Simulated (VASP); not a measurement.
Pd, 2 atoms in the cell. Symmetry: P6_3/mmc, No. 194, hexagonal system. The conventional cell has a = 2.622 Å, b = 2.622 Å, c = 4.355 Å, α = 90.00°, β = 90.00°, γ = 120.00°. Pd (site symmetry -6m2) has 12 Pd at 2.62 to 2.65 Å within 3.5 Å.  This cell differs from its parent crystal: volume scaled by 0.84.

```yaml
Program: VASP 6.6.1
Task: single point
Functional: PBE
Potentials_or_basis: VASP PAW PBE potentials, release 64 (Pd)
Cutoff: 520 eV
k_mesh: 17 × 17 × 9
Occupations: fermi-dirac, width 0.1 eV
Spin: no spin polarisation
Dipole_correction: no
Further_INCAR_settings: ALGO = Normal; EDIFF = 1e-06; NBANDS = 17
```

Potentials or basis: VASP PAW PBE potentials, release 64 (Pd).

Run with:

```bash
$ cat potpaw_PBE.64/Pd/POTCAR > POTCAR
$ mpirun -np 1 vasp_std > vasp.out
```

Hardware: 1 thread of Intel Xeon 6975P-C, on a shared host.

Question: How long does it take, and how much memory?

Answer: Wall time 27 s on 1 thread of Intel Xeon 6975P-C, with other jobs on the host, peak memory 0.18 GiB. Counts: scf iterations 11, k points 165.
